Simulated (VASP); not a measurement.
# Cu3N (Pm-3m) in VASP: single point with r2SCAN+D4

Aim: the single point of Cu3N with r2SCAN+D4.

Program: VASP 6.6.1. These are calculated values, not measurements. Logs are shortened: lines on timing, memory, paths and dates and some standing lists are left out, and cuts for length are marked.

### 1 The cell of the first run

It takes space group Pm-3m (No. 221, cubic). The conventional cell has a = 3.824 Å, b = 3.824 Å, c = 3.824 Å, α = 90.00°, β = 90.00°, γ = 90.00°. Within 2.5 Å of Cu (site symmetry 4/mmm) lie 2 N at 1.91 Å. Within 2.5 Å of N (site symmetry m-3m) lie 6 Cu at 1.91 Å.

### 2 Single point, r2SCAN+D4 (13.98 Å³/atom)

Contents of POSCAR:

```
Cu3N
1.0
    3.8240486839      0.0000000000      0.0000000000
    0.0000000000      3.8240486839      0.0000000000
    0.0000000000      0.0000000000      3.8240486839
Cu N
3 1
Direct
    0.5000000000      0.0000000000      0.0000000000
    0.0000000000      0.5000000000      0.0000000000
    0.0000000000      0.0000000000      0.5000000000
    0.0000000000      0.0000000000      0.0000000000
```

Contents of INCAR.step1:

```
SYSTEM = Cu3N
  PREC = Accurate
  ENCUT = 660
  ISMEAR = 0
  SIGMA = 0.05
  LREAL = .False.
  LASPH = .True.
  NELM = 120
  NBANDS = 27
  GGA = PE
  ALGO = Normal
  EDIFF = 1E-5
  LWAVE = .True.
  LCHARG = .False.
  GGA_COMPAT = .False.
```

Contents of INCAR.step2:

```
SYSTEM = Cu3N
  PREC = Accurate
  ENCUT = 660
  EDIFF = 1E-6
  ISMEAR = 0
  SIGMA = 0.05
  LREAL = .False.
  LASPH = .True.
  NELM = 120
  ALGO = Normal
  ISIF = 2
  LWAVE = .False.
  LCHARG = .True.
  METAGGA = R2SCAN
  LMIXTAU = .True.
  IVDW = 13
  VDW_S6 = 1.0
  VDW_S8 = 0.6018749
  VDW_A1 = 0.51559235
  VDW_A2 = 5.77342911
  LELF = .True.
  LVHAR = .True.
  NBANDS = 27
  ISTART = 1
  GGA_COMPAT = .False.
```

Contents of KPOINTS:

```
Automatic mesh
0
Gamma
  8 8 8
  0 0 0
```

Potentials or basis: VASP PAW PBE potentials, release 64 (Cu, N).

The run is started by

```
> cat potpaw_PBE.64/Cu/POTCAR potpaw_PBE.64/N/POTCAR > POTCAR
> cp INCAR.step1 INCAR
> mpirun -np 1 vasp_std > vasp.out
> cp INCAR.step2 INCAR
> mpirun -np 1 vasp_std > vasp.out
```

OUTCAR:

```text
SYSTEM = Cu3N
   PREC = Accurate
   ENCUT = 660
   EDIFF = 1E-6
   ISMEAR = 0
   LREAL = .False.
   LASPH = .True.
   NELM = 120
   ISIF = 2
   METAGGA = R2SCAN
   IVDW = 13
   ISTART = 1

 ion  position               nearest neighbor table
   1  0.500  0.000  0.000-   4 1.91   4 1.91   2 2.70   3 2.70   2 2.70   2 2.70   3 2.70   3 2.70
                             3 2.70   2 2.70
   2  0.000  0.500  0.000-   4 1.91   4 1.91   1 2.70   3 2.70   1 2.70   3 2.70   3 2.70   3 2.70
                             1 2.70   1 2.70
   3  0.000  0.000  0.500-   4 1.91   4 1.91   1 2.70   1 2.70   2 2.70   2 2.70   2 2.70   2 2.70
                             1 2.70   1 2.70
   4  0.000  0.000  0.000-   1 1.91   2 1.91   3 1.91   3 1.91   2 1.91   1 1.91

  LATTYP: Found a simple cubic cell.
 ALAT       =     3.8240486839

  Lattice vectors:

 A1 = (   3.8240486839,   0.0000000000,   0.0000000000)
 A2 = (   0.0000000000,   3.8240486839,   0.0000000000)
 A3 = (   0.0000000000,   0.0000000000,   3.8240486839)

Analysis of symmetry for initial positions (statically):
=====================================================================
 Subroutine PRICEL returns:
 Original cell was already a primitive cell.

 Routine SETGRP: Setting up the symmetry group for a
 simple cubic supercell.

 Subroutine GETGRP returns: Found 48 space group operations
 (whereof 48 operations were pure point group operations)
 out of a pool of 48 trial point group operations.

The static configuration has the point symmetry O_h .

Analysis of symmetry for dynamics (positions and initial velocities):
=====================================================================
 Subroutine PRICEL returns:
 Original cell was already a primitive cell.

 Routine SETGRP: Setting up the symmetry group for a
 simple cubic supercell.

 Subroutine GETGRP returns: Found 48 space group operations
 (whereof 48 operations were pure point group operations)
 out of a pool of 48 trial point group operations.

The dynamic configuration has the point symmetry O_h .

 Subroutine INISYM returns: Found 48 space group operations
 (whereof 48 operations are pure point group operations),
 and found     1 'primitive' translations

----------------------------------------------------------------------------------------
[... 94 lines left out ...]
   LASPH  =      T    aspherical Exc in radial PAW
   ENCUT  =  660.0 eV  48.51 Ry    6.96 a.u.   8.01  8.01  8.01*2*pi/ulx,y,z
   NELM   =    120;   NELMIN=  2; NELMDL=  0     # of ELM steps
   EDIFF  = 0.1E-05   stopping-criterion for ELM
   LREAL  =      F    real-space projection
   EDIFFG = 0.1E-04   stopping-criterion for IOM
   NSW    =      0    number of steps for IOM
   IBRION =     -1    ionic relax: 0-MD 1-quasi-New 2-CG
   NFREE  =      0    steps in history (QN), initial steepest desc. (CG)
   ISIF   =      2    stress and relaxation
   ISYM   =      2    0-nonsym 1-usesym 2-fastsym
   POTIM  = 0.5000    time-step for ionic-motion
   TEBEG  =    0.0;   TEEND  =   0.0 temperature during run
   PSTRESS=    0.0 pullay stress
   NELECT =      38.0000    total number of electrons
   NUPDOWN=      -1.0000    fix difference up-down
   EMIN   =  10.00;   EMAX   =-10.00  energy-range for DOS
   EFERMI =   0.00;   METHOD = LEGACY
   ISMEAR =     0;   SIGMA  =   0.05  broadening in eV -4-tet -1-fermi 0-gaus
   EFERMI_NEDOS =   21; number of points for ismear=-14 and -15
   IALGO  =     38    algorithm
   IMIX   =      4    mixing-type and parameters
     AMIX     =   0.40;   BMIX     =  1.00
     AMIX_MAG =   1.60;   BMIX_MAG =  1.00
  volume/ion in A,a.u.               =      13.98        94.34
  Fermi-wavevector in a.u.,A,eV,Ry     =   1.439282  2.719849 28.184920  2.071533
  Thomas-Fermi vector in A             =   2.558155
   LORBIT       =      0    0 simple, 1 ext, 2 COOP (PROOUT), +10 PAW based schemes
   METAGGA = R2SCAN    functional components
   LHFCALC =     F    Hartree Fock is set to
   AEXX    =    0.0000 exact exchange contribution
   IVDW    =    13    specifies the selected vdW correction
   LEPSILON=     F    determine dielectric tensor
   LRPA    =     F    only Hartree local field effects (RPA)
 non-spin polarized calculation
 Gauss-broadening in eV      SIGMA  =   0.05
  energy-cutoff  :      660.00
  volume of cell :       55.92
 maximum number of plane-waves:      2192
   NGX = 17   NGY = 17   NGZ = 17

 number of electron      37.9999974 magnetization

 Free energy of the ion-electron system (eV)
  ---------------------------------------------------
  ext. energy  EPLUGINS =         0.00000000
  ---------------------------------------------------
  free energy    TOTEN  =       -40.70702720 eV

  energy without entropy =      -40.70702720  energy(sigma->0) =      -40.70702720

 E-fermi :   4.8615     XC(G=0): -11.3858

 val. band max:        4.6869110948   @ k =   0.5000   0.5000   0.5000
 cond. band min:       5.0360036374   @ k =   0.5000   0.5000   0.0000
 fundamental gap:      0.3490925426
 Fermi energy:         4.8614778190

 k-point     1 :       0.0000    0.0000    0.0000
  band No.  band energies     occupation
      1     -12.9588      2.00000
      2      -0.5457      2.00000
      3      -0.1690      2.00000
      4      -0.1690      2.00000
      5      -0.1690      2.00000
      6       0.7783      2.00000
[... 709 lines left out ...]
     26      14.9282      0.00000
     27      17.5929      0.00000

 [... further k-points ...]

------------------------ aborting loop because EDIFF is reached ----------------------------------------

  DFT-D4 for vdW energy calculation

  Edisp (eV):   -0.52783

  FORCE on cell =-STRESS in cart. coord.  units (eV):
  Direction    XX          YY          ZZ          XY          YZ          ZX
  --------------------------------------------------------------------------------------
  -------------------------------------------------------------------------------------
  Total      -1.40019    -1.40019    -1.40019     0.00000     0.00000    -0.00000
  in kB     -40.11695   -40.11695   -40.11695     0.00000     0.00000    -0.00000
  external pressure =      -40.12 kB  Pullay stress =        0.00 kB

 VOLUME and BASIS-vectors are now :
 -----------------------------------------------------------------------------
  energy-cutoff  :      660.00
  volume of cell :       55.92
      direct lattice vectors                 reciprocal lattice vectors
     3.824048684  0.000000000  0.000000000     0.261502947  0.000000000  0.000000000
     0.000000000  3.824048684  0.000000000     0.000000000  0.261502947  0.000000000
     0.000000000  0.000000000  3.824048684     0.000000000  0.000000000  0.261502947

 POSITION                                       TOTAL-FORCE (eV/Angst)
 -----------------------------------------------------------------------------------
      1.91202      0.00000      0.00000         0.000000      0.000000      0.000000
      0.00000      1.91202      0.00000         0.000000      0.000000      0.000000
      0.00000      0.00000      1.91202         0.000000      0.000000      0.000000
      0.00000      0.00000      0.00000         0.000000      0.000000      0.000000
 -----------------------------------------------------------------------------------
    total drift:                                0.000000      0.000000     -0.000000

  FREE ENERGIE OF THE ION-ELECTRON SYSTEM (eV)
  ---------------------------------------------------
  free  energy   TOTEN  =       -41.2348603297 eV

  energy  without entropy=      -41.2348603281  energy(sigma->0) =      -41.23486033
```

OUTCAR.step1:

```text
SYSTEM = Cu3N
   PREC = Accurate
   ENCUT = 660
   ISMEAR = 0
   LREAL = .False.
   LASPH = .True.
   NELM = 120
[... 950 lines left out ...]
      0.00000      1.91202      0.00000         0.000000      0.000000      0.000000
      0.00000      0.00000      1.91202         0.000000      0.000000      0.000000
      0.00000      0.00000      0.00000         0.000000      0.000000      0.000000
 -----------------------------------------------------------------------------------
    total drift:                                0.000000      0.000000     -0.000000

  FREE ENERGIE OF THE ION-ELECTRON SYSTEM (eV)
  ---------------------------------------------------
  free  energy   TOTEN  =       -18.3912373569 eV

  energy  without entropy=      -18.3912360926  energy(sigma->0) =      -18.39123672
```

Wall time 2.5 min (1 thread of AMD EPYC 7R13 (Zen 3), shared host); peak memory 0.19 GiB.

Results:

| Property | Result |
| --- | --- |
| Free energy | -41.2349 eV |
| Pressure | -4.0 GPa |
| Band gap on the k mesh | 0.35 eV (least direct gap 0.92 eV) |
| Dispersion energy per atom | -0.132 eV |

Caveat: the cell stands under tension; the PAW data sets were made with another functional, which shifts forces and pressure a little. A k mesh can miss the band edges.
